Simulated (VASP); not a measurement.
**As: single point with r2SCAN**

As:

```
As
1.0
     2.74376    0.00000    0.00000
     0.00000    2.74376    0.00000
     0.00000    0.00000    2.74376
As
1
Direct
  0.00000 0.00000 0.00000
```

This cell differs from its parent crystal: volume scaled by 1.04.

```yaml
Program: VASP 6.6.1
Task: single point
Functional: r2SCAN
Potentials_or_basis: VASP PAW PBE potentials, release 64 (As)
Cutoff: 520 eV
k_mesh: 13 × 13 × 13
Occupations: fermi-dirac, width 0.1 eV
Spin: no spin polarisation
Dipole_correction: no
Further_INCAR_settings: ALGO = Normal; EDIFF = 1e-06; NBANDS = 8
```

The pressure is -3.3 GPa.

Levels at points of the mesh, in eV from the Fermi level:
| k point | band 1 | band 2 | band 3 | band 4 | band 5 |
| --- | --- | --- | --- | --- | --- |
| (0.00, 0.00, 0.00) | -15.38 | 4.07 | 4.07 | 4.07 | 8.77 |

Wall time 50 s on 1 thread of Intel Xeon 8259CL, with other jobs on the host, peak memory 0.13 GiB.

Caveat: the PAW data sets were made with another functional, which shifts forces and pressure a little.
